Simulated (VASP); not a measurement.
Runs of VASP 6.6.1 on MgSe. It takes space group Fm-3m (No. 225, cubic). The conventional cell has a = 5.473 Å, b = 5.473 Å, c = 5.473 Å, α = 90.00°, β = 90.00°, γ = 90.00°. Within 3.6 Å of Mg (site symmetry m-3m) lie 6 Se at 2.74 Å. Se (site symmetry m-3m) has 6 Mg at 2.74 Å within 3.6 Å. 

```csv
level,k mesh,cutoff (eV),smearing,grid for exact exchange (PRECFOCK),share of exact exchange,screening parameter,gap on the mesh (eV),pressure (GPa)
r2SCAN,6 × 6 × 6,660,gaussian 0.2 eV,-,-,-,2.44,-0.3
r2SCAN,6 × 6 × 6,660,methfessel-paxton 0.001 eV,-,-,-,2.44,-0.3
r2SCAN,6 × 6 × 6,660,gaussian 0.001 eV,-,-,-,2.44,-0.3
PBE-based screened hybrid with 35 % exact exchange,4 × 4 × 4,520,gaussian 0.01 eV,Normal,0.35,0.2078 1/Å,2.99,(a)
r2SCAN+D3(BJ),6 × 6 × 6,660,gaussian 0.01 eV,-,-,-,2.44,-1.7
```

Alike in all rows: task single point; potentials or basis VASP PAW PBE potentials, release 64 (Mg, Se); no spin polarisation; cell as given.

Q: Estimate the missing entries.

A: (a) -0.9.

Caveats: some runs use coarse meshes; the PAW data sets were made with another functional, which shifts forces and pressure a little.

A k mesh can miss the band edges, and the runs leave out spin-orbit coupling on Se.
